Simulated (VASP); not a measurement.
# WC4 (Cmmm) in VASP: single point with PBE

Aim: the single point of WC4 with PBE.

Program: VASP 6.6.1. These are calculated values, not measurements. Logs are shortened: lines on timing, memory, paths and dates and some standing lists are left out, and cuts for length are marked.

## (1) The cell of the first run

The structure is orthorhombic, space group Cmmm (No. 65). Conventional cell: a = 4.810 Å, b = 8.260 Å, c = 2.808 Å, α = 90.00°, β = 90.00°, γ = 90.00°. Within 2.9 Å of W (site symmetry mmm) lie 8 C at 2.23 Å and 2 W at 2.81 Å. Within 1.9 Å of C (site symmetry m) lie 2 C at 1.39 to 1.40 Å.

## (2) Single point, PBE

The input, INCAR:

```
SYSTEM = WC4
PREC = Accurate ; ENCUT = 520
EDIFF = 1E-7 ; ISMEAR = 0
SIGMA = 0.1 ; LREAL = .FALSE.
LASPH = .TRUE. ; NELM = 60
ALGO = Normal ; ISIF = 2
LWAVE = .FALSE. ; LCHARG = .FALSE.
GGA = PE ; NBANDS = 23
```

The input, KPOINTS:

```
Automatic mesh
0
G
  8 8 12
  0 0 0
```

The input, POSCAR:

```
WC4
1.0
    2.4049396909     -4.1298872517      0.0000000000
    2.4049396909      4.1298872517      0.0000000000
    0.0000000000      0.0000000000      2.8076958384
W C
1 4
Direct
    0.5000000000      0.5000000000      0.5000000000
    0.5469264731      0.1641119063      0.0000000000
    0.4530735269      0.8358880937      0.0000000000
    0.8358880937      0.4530735269      0.0000000000
    0.1641119063      0.5469264731      0.0000000000
```

Potentials or basis: VASP PAW PBE potentials, release 64 (W_sv, C).

The run is started by

```bash
$ cat potpaw_PBE.64/W_sv/POTCAR potpaw_PBE.64/C/POTCAR > POTCAR
$ mpirun -np 1 vasp_std > vasp.out
```

OUTCAR:

```text
SYSTEM = WC4
   PREC = Accurate
   ENCUT = 520
   EDIFF = 1E-7
   ISMEAR = 0
   LREAL = .FALSE.
   LASPH = .TRUE.
   NELM = 60
   ISIF = 2
   GGA = PE

 ion  position               nearest neighbor table
   1  0.500  0.500  0.500-   2 2.23   3 2.23   4 2.23   5 2.23   2 2.23   3 2.23   4 2.23   5 2.23

   2  0.547  0.164  0.000-   4 1.39   3 1.40   1 2.23   1 2.23
   3  0.453  0.836  0.000-   5 1.39   2 1.40   1 2.23   1 2.23
   4  0.836  0.453  0.000-   2 1.39   5 1.40   1 2.23   1 2.23
   5  0.164  0.547  0.000-   3 1.39   4 1.40   1 2.23   1 2.23

  LATTYP: Found a base centered orthorhombic cell.
 ALAT       =     4.8098793818
 B/A-ratio  =     1.7172518992
 C/A-ratio  =     0.5837351866

  Lattice vectors:

 A1 = (   2.4049396909,  -4.1298872517,   0.0000000000)
 A2 = (   2.4049396909,   4.1298872517,   0.0000000000)
 A3 = (   0.0000000000,   0.0000000000,   2.8076958384)

Analysis of symmetry for initial positions (statically):
=====================================================================
 Subroutine PRICEL returns:
 Original cell was already a primitive cell.

 Routine SETGRP: Setting up the symmetry group for a
 base centered orthorhombic supercell.

 Subroutine GETGRP returns: Found  8 space group operations
 (whereof  8 operations were pure point group operations)
 out of a pool of  8 trial point group operations.

The static configuration has the point symmetry D_2h.

Analysis of symmetry for dynamics (positions and initial velocities):
=====================================================================
 Subroutine PRICEL returns:
 Original cell was already a primitive cell.

 Routine SETGRP: Setting up the symmetry group for a
 base centered orthorhombic supercell.

 Subroutine GETGRP returns: Found  8 space group operations
 (whereof  8 operations were pure point group operations)
 out of a pool of  8 trial point group operations.

The dynamic configuration has the point symmetry D_2h.

 Subroutine INISYM returns: Found  8 space group operations
 (whereof  8 operations are pure point group operations),
 and found     1 'primitive' translations

----------------------------------------------------------------------------------------

                                     Primitive cell

  volume of cell :      55.7728

  direct lattice vectors                    reciprocal lattice vectors
     2.404939691 -4.129887252  0.000000000     0.207905421 -0.121068680  0.000000000
     2.404939691  4.129887252  0.000000000     0.207905421  0.121068680  0.000000000
     0.000000000  0.000000000  2.807695838     0.000000000  0.000000000  0.356163936

  length of vectors
     4.779090251  4.779090251  2.807695838     0.240587385  0.240587385  0.356163936

  position of ions in fractional coordinates (direct lattice)
     0.500000000  0.500000000  0.500000000
     0.546926473  0.164111906  0.000000000
     0.453073527  0.835888094  0.000000000
     0.835888094  0.453073527  0.000000000
     0.164111906  0.546926473  0.000000000

  ion indices of the primitive-cell ions
   primitive index   ion index
                 1           1
                 2           2
                 3           3
                 4           4
                 5           5

----------------------------------------------------------------------------------------

 KPOINTS: Automatic mesh

Automatic generation of k-mesh.
 Grid dimensions read from file:
 generate k-points for:    8    8   12

 Generating k-lattice:

  Cartesian coordinates                     Fractional coordinates (reciprocal lattice)
     0.025988178 -0.015133585  0.000000000     0.125000000  0.000000000  0.000000000
     0.025988178  0.015133585  0.000000000     0.000000000  0.125000000  0.000000000
     0.000000000  0.000000000  0.029680328     0.000000000  0.000000000  0.083333333

  Length of vectors
     0.030073423  0.030073423  0.029680328

  Shift w.r.t. Gamma in fractional coordinates (k-lattice)
     0.000000000  0.000000000  0.000000000

 Subroutine IBZKPT returns following result:
 ===========================================

 Found    147 irreducible k-points:

 Following reciprocal coordinates:
            Coordinates               Weight
  0.000000  0.000000  0.000000      1.000000
  0.125000 -0.000000  0.000000      4.000000
  0.250000 -0.000000  0.000000      4.000000
  0.375000  0.000000  0.000000      4.000000
  0.500000 -0.000000  0.000000      2.000000
  0.125000  0.125000  0.000000      2.000000
[... 16 lines left out ...]
  0.125000 -0.000000  0.083333      8.000000
  0.250000 -0.000000  0.083333      8.000000
 [... further k-points ...]
   k-points           NKPTS =    147   k-points in BZ     NKDIM =    147   number of bands    NBANDS=     23
   number of dos      NEDOS =    301   number of ions     NIONS =      5
   total plane-waves  NPLWV =  31104
   dimension x,y,z NGX =    36 NGY =   36 NGZ =   24
   dimension x,y,z NGXF=    72 NGYF=   72 NGZF=   48
   ions per type =               1   4
   NGX,Y,Z   is equivalent  to a cutoff of  12.52, 12.52, 14.21 a.u.
   NGXF,Y,Z  is equivalent  to a cutoff of  25.05, 25.05, 28.42 a.u.
 SYSTEM =  WC4
   PREC   = accura    normal or accurate (medium, high low for compatibility)
   ISTART =      0    job   : 0-new  1-cont  2-samecut
   ICHARG =      2    charge: 1-file 2-atom 10-const
   ISPIN  =      1    spin polarized calculation?
   LNONCOLLINEAR =      F non collinear calculations
   LSORBIT =      F    spin-orbit coupling
   LASPH  =      T    aspherical Exc in radial PAW
   ENCUT  =  520.0 eV  38.22 Ry    6.18 a.u.   8.89  8.89  5.22*2*pi/ulx,y,z
   NELM   =     60;   NELMIN=  2; NELMDL= -5     # of ELM steps
   EDIFF  = 0.1E-06   stopping-criterion for ELM
   LREAL  =      F    real-space projection
   EDIFFG = 0.1E-05   stopping-criterion for IOM
   NSW    =      0    number of steps for IOM
   IBRION =     -1    ionic relax: 0-MD 1-quasi-New 2-CG
   NFREE  =      0    steps in history (QN), initial steepest desc. (CG)
   ISIF   =      2    stress and relaxation
   ISYM   =      2    0-nonsym 1-usesym 2-fastsym
   POTIM  = 0.5000    time-step for ionic-motion
   TEBEG  =    0.0;   TEEND  =   0.0 temperature during run
   PSTRESS=    0.0 pullay stress
   NELECT =      30.0000    total number of electrons
   NUPDOWN=      -1.0000    fix difference up-down
   EMIN   =  10.00;   EMAX   =-10.00  energy-range for DOS
   EFERMI =   0.00;   METHOD = LEGACY
   ISMEAR =     0;   SIGMA  =   0.10  broadening in eV -4-tet -1-fermi 0-gaus
   EFERMI_NEDOS =   21; number of points for ismear=-14 and -15
   IALGO  =     38    algorithm
   IMIX   =      4    mixing-type and parameters
     AMIX     =   0.40;   BMIX     =  1.00
     AMIX_MAG =   1.60;   BMIX_MAG =  1.00
  volume/ion in A,a.u.               =      11.15        75.27
  Fermi-wavevector in a.u.,A,eV,Ry     =   1.331398  2.515977 24.117953  1.772620
  Thomas-Fermi vector in A             =   2.460412
   LORBIT       =      0    0 simple, 1 ext, 2 COOP (PROOUT), +10 PAW based schemes
   GGA     = PE    functional components
   LHFCALC =     F    Hartree Fock is set to
   AEXX    =    0.0000 exact exchange contribution
   IVDW    =     0    specifies the selected vdW correction
   LEPSILON=     F    determine dielectric tensor
   LRPA    =     F    only Hartree local field effects (RPA)
 non-spin polarized calculation
 Gauss-broadening in eV      SIGMA  =   0.10
  energy-cutoff  :      520.00
  volume of cell :       55.77
 maximum number of plane-waves:      1520
   NGX = 17   NGY = 17   NGZ = 11

 number of electron      29.9999999 magnetization

 Free energy of the ion-electron system (eV)
  ---------------------------------------------------
  ext. energy  EPLUGINS =         0.00000000
  ---------------------------------------------------
  free energy    TOTEN  =       -45.16706472 eV

  energy without entropy =      -45.15238875  energy(sigma->0) =      -45.15972673

 E-fermi :   5.7980     XC(G=0): -10.8694

 val. band max:        5.7971341353   @ k =  -0.2500   0.1250   0.5000
 cond. band min:       5.7984485017   @ k =   0.5000   0.5000   0.0000
 fundamental gap:      0.0013143663
 Fermi energy:         5.7979766896

 k-point     1 :       0.0000    0.0000    0.0000
  band No.  band energies     occupation
      1     -68.8041      2.00000
      2     -33.2423      2.00000
      3     -32.9454      2.00000
      4     -32.6801      2.00000
      5     -11.9931      2.00000
      6      -8.0151      2.00000
[... 15 lines left out ...]
     22      14.3388      0.00000
     23      14.4151      0.00000

 k-point     2 :       0.1250   -0.0000    0.0000
  band No.  band energies     occupation
      1     -68.8041      2.00000
      2     -33.2425      2.00000
      3     -32.9456      2.00000
      4     -32.6801      2.00000
      5     -11.9110      2.00000
      6      -8.4777      2.00000
[... 15 lines left out ...]
     22      14.5829      0.00000
     23      15.0827      0.00000

 k-point     3 :       0.2500   -0.0000    0.0000
  band No.  band energies     occupation
      1     -68.8041      2.00000
      2     -33.2432      2.00000
      3     -32.9460      2.00000
      4     -32.6800      2.00000
      5     -11.6738      2.00000
      6      -9.1966      2.00000
[... 15 lines left out ...]
     22      14.6125      0.00000
     23      14.6601      0.00000
[... 495 lines left out ...]
 k-point    23 :       0.1250   -0.0000    0.0833
  band No.  band energies     occupation
      1     -68.8011      2.00000
      2     -33.2342      2.00000
      3     -32.9400      2.00000
      4     -32.7354      2.00000
      5     -11.8192      2.00000
      6      -8.4858      2.00000
[... 15 lines left out ...]
     22      14.4798      0.00000
     23      14.9859      0.00000

 k-point    24 :       0.2500   -0.0000    0.0833
  band No.  band energies     occupation
      1     -68.8011      2.00000
      2     -33.2348      2.00000
      3     -32.9405      2.00000
      4     -32.7353      2.00000
      5     -11.5849      2.00000
      6      -9.1836      2.00000
[... 15 lines left out ...]
     22      14.2462      0.00000
     23      15.0614      0.00000

 [... further k-points ...]

------------------------ aborting loop because EDIFF is reached ----------------------------------------

  FORCE on cell =-STRESS in cart. coord.  units (eV):
  Direction    XX          YY          ZZ          XY          YZ          ZX
  --------------------------------------------------------------------------------------
  -------------------------------------------------------------------------------------
  Total        0.1747435      0.1771181      0.1973008     -0.0000000      0.0000000      0.0000000
  in kB        5.0198320      5.0880457      5.6678313     -0.0000000      0.0000000      0.0000000
  external PRESSURE =       5.2585697 kB  Pullay stress =       0.0000000 kB

 VOLUME and BASIS-vectors are now :
 -----------------------------------------------------------------------------
  energy-cutoff  :      520.00
  volume of cell :       55.77
      direct lattice vectors                 reciprocal lattice vectors
     2.404939691 -4.129887252  0.000000000     0.207905421 -0.121068680  0.000000000
     2.404939691  4.129887252  0.000000000     0.207905421  0.121068680  0.000000000
     0.000000000  0.000000000  2.807695838     0.000000000  0.000000000  0.356163936

 POSITION                                       TOTAL-FORCE (eV/Angst)
 -----------------------------------------------------------------------------------
      2.40494      0.00000      1.40385        -0.000000      0.000000      0.000000
      1.71000     -1.58098      0.00000        -0.039609     -0.029538     -0.000000
      3.09987      1.58098      0.00000         0.039609      0.029538      0.000000
      3.09987     -1.58098      0.00000         0.039609     -0.029538      0.000000
      1.71000      1.58098      0.00000        -0.039609      0.029538     -0.000000
 -----------------------------------------------------------------------------------
    total drift:                                0.000000      0.000000      0.000000

  FREE ENERGIE OF THE ION-ELECTRON SYSTEM (eV)
  ---------------------------------------------------
  free  energy   TOTEN  =       -45.1670647220 eV

  energy  without entropy=      -45.1523887473  energy(sigma->0) =      -45.15972673
```

It took 98 s on 1 thread of AMD EPYC 9R45 (Zen 5), shared host; peak memory 0.27 GiB.

What came out:

- Free energy: -45.1671 eV
- Pressure: 0.5 GPa
- Largest force: 0.049 eV/Å
- Band gap on the k mesh: zero (band 15 reaches 6.21 eV, above the bottom of band 16 at 4.19 eV)

Forces in eV/Å, atoms in the order of the input:
```
W    0.000  0.000  0.000
C   -0.040 -0.030  0.000
C    0.040  0.030  0.000
C    0.040 -0.030  0.000
C   -0.040  0.030  0.000
```

Levels at points of the mesh, in eV from the Fermi level:
```
           k point  band 11  band 12  band 13  band 14  band 15  band 16  band 17  band 18  band 19  band 20
(0.00, 0.00, 0.00)    -4.23    -3.42    -3.06    -2.12    -1.52     0.75     0.97     1.48     6.97     7.14
(0.50, 0.00, 0.00)    -4.29    -4.07    -2.25    -1.56    -1.43     0.39     0.49     3.98     5.30     5.47
(0.50, 0.50, 0.00)    -5.11    -2.87    -0.33    -0.25    -0.12     0.00     0.54     3.93     4.07     4.34
(0.00, 0.00, 0.50)    -6.01    -4.36    -2.75    -1.43    -0.09     2.69     3.88     3.94     3.96     4.06
(0.50, 0.00, 0.50)    -5.08    -4.00    -4.00    -2.49     0.41     0.50     1.36     3.90     4.56     6.19
(0.50, 0.50, 0.50)    -5.67    -3.88    -2.59    -2.07    -1.77    -1.61    -0.22     4.86     7.59     7.95
```

Caveat: spin-orbit coupling is left out, which moves the levels of the heavy elements.
